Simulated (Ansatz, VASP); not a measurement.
# Si3As in VASP and in Ansatz

```
CELL_PARAMETERS angstrom
3.49184 0.00000 0.00000
-1.74592 3.02402 0.00000
0.00000 0.00000 6.53195
ATOMIC_POSITIONS crystal
Si 0.33333 0.66667 0.50000
Si 0.00000 0.00000 0.73158
Si 0.00000 0.00000 0.26842
As 0.33333 0.66667 0.00000
```

Change from the starting cell: species swapped into the Tc3N type (P-6m2, No. 187).

Alike in both runs: task relaxation of cell and atoms; functional PBE; k mesh 18 × 18 × 8; occupations gaussian, width 0.1 eV; no spin polarisation.

|  | VASP | Ansatz |
| --- | --- | --- |
| version | VASP 6.6.1 | Ansatz 0.2.0 |
| potentials or method | VASP PAW PBE potentials, release 64 (Si, As), cutoff 600 eV | scalar-relativistic, plane waves, PAW |
| valence electrons in the cell | 17 | 27 |

Ansatz gave:

* gap on the k mesh at the Fermi level, each at its own relaxed structure (eV): none
* relaxed volume (Å³/atom): 17.23
* relaxed length of the cell vector where the two differ most in proportion (Å): 3.508

Question: Estimate VASP's values.

Answer: gap on the k mesh at the Fermi level, each at its own relaxed structure (eV): none; relaxed volume (Å³/atom): 17.25; relaxed length of the cell vector where the two differ most in proportion (Å): 3.510.

A gap of «none» marks a metal or a gap that the smearing closes. VASP's potentials hold 17 valence electrons a cell and Ansatz's 27, so a difference there can come from the potentials and not from the codes.
